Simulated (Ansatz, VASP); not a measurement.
One calculation of SnO, two programs

```
Sn O
1.0
     3.82016    0.00000    0.00000
     0.00000    3.82016    0.00000
     0.00000    0.00000   22.22608
Sn O
4 4
Direct
  0.75000 0.25000 0.20246
  0.25000 0.75000 0.30878
  0.50000 0.25000 0.49325
  0.00000 0.75000 0.59957
  0.25000 0.25000 0.25562
  0.75000 0.75000 0.25562
  0.00000 0.25000 0.54641
  0.50000 0.75000 0.54641
```

Alike in both runs: task single point; functional PBE; dispersion D3(BJ); k mesh 7 × 7 × 1; occupations gaussian, width 0.05 eV; no spin polarisation.

```csv
,VASP,Ansatz
version,VASP 6.6.1,Ansatz 0.2.0
potentials or method,"VASP PAW PBE potentials, release 64 (Sn_d, O), cutoff 520 eV","scalar-relativistic, plane waves, PAW"
valence electrons in the cell,80,80
```

|  | VASP | Ansatz | Ansatz less VASP |
| --- | --- | --- | --- |
| gap on the k mesh at the Fermi level (eV) | 2.53 | 2.58 | +0.045 |
| least direct gap on the mesh (eV) | 2.56 | 2.60 | +0.044 |
| rms of the force components (eV/Å) | 0.053 | 0.022 | -0.0314 |
